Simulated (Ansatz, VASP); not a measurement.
# One calculation of Sb, two programs

```
Sb
1.0
     3.35773    0.00000    0.00000
    -1.67887    2.90788    0.00000
     0.00000    0.00000    5.31217
Sb
2
Direct
  0.33333 0.66667 0.25000
  0.66667 0.33333 0.75000
```

Change from the starting cell: volume scaled by 0.99, crystal datasets.

Alike in both runs: task electric field gradients; functional PBE; k mesh 12 × 12 × 7; occupations fermi-dirac, width 0.05 eV; no spin polarisation.

```csv
,VASP,Ansatz
version,VASP 6.6.1,Ansatz 0.2.0
potentials or method,"VASP PAW PBE potentials, release 64 (Sb), cutoff 520 eV","all-electron PAW with datasets made for the crystal, scalar-relativistic"
```

```csv
,VASP,Ansatz,Ansatz less VASP
pressure (GPa),3.6,3.8,+0.14
"traceless stress, the component that is largest in VASP (GPa)",-0.76,-0.76,+0.004
size of Vzz on the site where it differs most (V/Å²),20.7,22.2,+1.50
```

Ansatz ran all-electron here, and VASP with PAW potentials.

Spin-orbit coupling is off throughout.
